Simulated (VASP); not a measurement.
Write the native input for VASP 6.6.1 that does the following.

```
Task                   : single point
Functional             : PBEsol
Potentials or basis    : VASP PAW PBE potentials, release 64 (Cu, S)
Cutoff                 : 520 eV
k mesh                 : 16 × 16 × 16
Occupations            : gaussian, width 0.15 eV
Spin                   : no spin polarisation
Dipole correction      : no
Further INCAR settings : ALGO = Normal; EDIFF = 1e-06; NBANDS = 16
```

The structure of CuS lies in POSCAR:

```
CuS
1.0
    0.0000000000      2.4399030000      2.4399030000
    2.4399030000      0.0000000000      2.4399030000
    2.4399030000      2.4399030000      0.0000000000
Cu S
1 1
Direct
    0.0000000000      0.0000000000      0.0000000000
    0.5204926179      0.5204926179      0.4795073821
```

This cell differs from its parent crystal: all S atoms moved -0.100 Å, as atom 2 towards its neighbour atom 1 (Cu) at 2.440 Å.

One way to write it, as run:

INCAR

```
ALGO = Normal
EDIFF = 1E-6
ENCUT = 520
GGA = PS
ISIF = 2
ISMEAR = 0
LASPH = T
LCHARG = F
LREAL = F
LWAVE = F
NBANDS = 16
NELM = 80
PREC = Accurate
SIGMA = 0.15
```

KPOINTS

```
k-points
0
Gamma
  16 16 16
```

Potentials or basis: VASP PAW PBE potentials, release 64 (Cu, S).

Run with:

```console
$ cat potpaw_PBE.64/Cu/POTCAR potpaw_PBE.64/S/POTCAR > POTCAR
$ mpirun -np 1 vasp_std > vasp.out
```

Results of the run:

The pressure is -4.2 GPa. The largest force is 0.375 eV/Å.

Caveat: the cell differs from its parent crystal (all S atoms moved -0.100 Å, as atom 2 towards its neighbour atom 1 (Cu) at 2.440 Å); the PAW data sets were made with another functional, which shifts forces and pressure a little.

Run time: 2.7 min on 1 thread of AMD EPYC 7R13 Processor (Zen 3) (shared host), peak memory 0.26 GiB.
